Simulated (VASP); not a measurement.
The system is Ga3Sb2As.

```
Ga Sb As
1.0
    -2.01918    2.01918    8.56668
     2.01918   -2.01918    8.56668
     2.01918    2.01918   -8.56668
Ga Sb As
3 2 1
Direct
  0.83333 0.83333 0.00000
  0.50000 0.50000 0.00000
  0.16667 0.16667 0.00000
  0.58333 0.08333 0.50000
  0.91667 0.41667 0.50000
  0.25000 0.75000 0.50000
```

```yaml
Program: VASP 6.6.1
Task: relaxation of cell and atoms
Functional: PBE
Potentials_or_basis: VASP PAW PBE potentials, release 64 (Ga_d, Sb, As)
Cutoff: 600 eV
k_mesh: 6 × 6 × 6
Occupations: gaussian, width 0.1 eV
Spin: no spin polarisation
```

At the start: pressure 14.3 GPa; volume 23.28 Å³/atom.

**Question.** Where does the relaxation end?

**Answer.** Over 6 steps the energy falls by 204.2 meV/atom and the volume is 27.95 Å³/atom (+20.1 %); space group I-4m2 (No. 119, to 0.1 Å) before and after.

Step by step:
| step | energy change (eV) | largest force (eV/Å) | pressure (GPa) | volume (Å³) |
| --- | --- | --- | --- | --- |
| 1 | 0.0000 | 1.6126 | 14.28 | 139.71 |
| 2 | -0.9482 | 0.2782 | -3.90 | 186.00 |
| 3 | -1.1693 | 0.4973 | -0.28 | 168.89 |
| 4 | -1.1955 | 0.3297 | -0.08 | 168.24 |
| 5 | -1.2219 | 0.1800 | 0.20 | 166.72 |
| 6 | -1.2254 | 0.0324 | -0.04 | 167.72 |

Final structure:
```
Ga Sb As
1.0
    -2.14998    2.14998    9.07116
     2.14998   -2.14998    9.07116
     2.14998    2.14998   -9.07116
Ga Sb As
3 2 1
Direct
  0.82600 0.82600 0.00000
  0.50000 0.50000 0.00000
  0.17400 0.17400 0.00000
  0.58675 0.08675 0.50000
  0.91325 0.41325 0.50000
  0.25000 0.75000 0.50000
```

Caveat: the volume moved by over 15 % at a fixed basis, so the end points are rough.
